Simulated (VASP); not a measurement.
Here is a VASP 6.6.1 calculation.

Contents of INCAR:

```
SYSTEM = NaPbI3
ALGO = Normal ; EDIFF = 1E-6
ENCUT = 520 ; GGA = PE
ISIF = 2 ; ISMEAR = -1
LASPH = .TRUE. ; LCHARG = .FALSE.
LREAL = .FALSE. ; LWAVE = .FALSE.
NBANDS = 29 ; NELM = 60
PREC = Accurate ; SIGMA = 0.02
```

The input KPOINTS:

```
k-points
0
G
  4 4 4
  0 0 0
```

The input POSCAR:

```
NaPbI3
1.0
    6.3170549596      0.0000000000      0.0000000000
    0.0000000000      6.3170549596      0.0000000000
    0.0000000000      0.0000000000      6.1275433108
Na Pb I
1 1 3
Direct
    0.0000000000      0.0000000000      0.0000000000
    0.5000000000      0.5000000000      0.5000000000
    0.5000000000      0.5000000000      0.0000000000
    0.5000000000      0.0000000000      0.5000000000
    0.0000000000      0.5000000000      0.5000000000
```

Potentials or basis: VASP PAW PBE potentials, release 64 (Na_pv, Pb_d, I).

Command:

```console
$ cat potpaw_PBE.64/Na_pv/POTCAR potpaw_PBE.64/Pb_d/POTCAR potpaw_PBE.64/I/POTCAR > POTCAR
$ mpirun -np 1 vasp_std > vasp.out
```

(1) Estimate the pressure.

(2) Predict the band gap on the k mesh.

Answers

(1) 0.8 GPa.

(2) 1.19 eV, direct.

Caveat: the cell differs from its parent crystal (uniaxial z strain -3.0%); spin-orbit coupling is left out, which moves the levels of the heavy elements.
